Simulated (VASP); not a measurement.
Input of a VASP 6.6.1 run:

INCAR

```
SYSTEM = Li
PREC = Accurate
ENCUT = 650
EDIFF = 1E-6
ISMEAR = 0
SIGMA = 0.1
LREAL = .False.
LASPH = .True.
NELM = 120
ALGO = Normal
ISIF = 2
LWAVE = .False.
LCHARG = .False.
GGA = PE
NBANDS = 8
GGA_COMPAT = .False.
```

File KPOINTS:

```
regular mesh
0
Gamma
  10 10 10
  0 0 0
```

POSCAR

```
Li
1.0
    3.5924670400      0.0000000000      0.0000000000
    0.0000000000      3.5924670400      0.0000000000
    0.0000000000      0.0000000000      3.5924670400
Li
1
Direct
    0.0000000000      0.0000000000      0.0000000000
```

Potentials or basis: VASP PAW PBE potentials, release 64 (Li_sv).

Command:

```sh
$ cat potpaw_PBE.64/Li_sv/POTCAR > POTCAR
$ mpirun -np 1 vasp_std > vasp.out
```

Question: Predict the band gap on the k mesh.

Answer: Zero (an odd number of electrons rules out a gap without spin polarisation).

Question: Estimate the pressure.

Answer: -2.6 GPa.
